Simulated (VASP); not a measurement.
A run of VASP 6.6.1:

INCAR

```
AGGAC = 1.0
AGGAX = 1.0
ALDAC = 0.0
ALDAX = 1.0
ALGO = Normal
EDIFF = 1E-6
ENCUT = 520
GGA = B5
ISIF = 2
ISMEAR = -1
LASPH = T
LCHARG = F
LREAL = F
LWAVE = F
NBANDS = 34
NELM = 100
PREC = Accurate
SIGMA = 0.1
```

Contents of KPOINTS:

```
k-points
0
Gamma
  11 11 3
```

The input POSCAR:

```
Tl
1.0
    3.7725141969      0.0000000000      0.0000000000
   -1.8862570985      3.2670931307      0.0000000000
    0.0000000000      0.0000000000     11.9375333767
Tl
4
Direct
    0.0000000000      0.0000000000      0.0000000000
    0.0000000000      0.0000000000      0.5000000000
    0.3333333333      0.6666666667      0.2500000000
    0.6666666667      0.3333333333      0.7500000000
```

Potentials or basis: VASP PAW PBE potentials, release 64 (Tl_d).

Run with:

```sh
$ cat potpaw_PBE.64/Tl_d/POTCAR > POTCAR
$ mpirun -np 1 vasp_std > vasp.out
```

Hardware: 1 thread of Oxide Virtual Turin-like Processor, with other jobs on the host.

Problem. How long does it take, and how much memory?

Solution. It took 120 s on 1 thread of Oxide Virtual Turin-like Processor, with other jobs on the host, peak memory 0.26 GiB. Counts: scf iterations 11, k points 32.
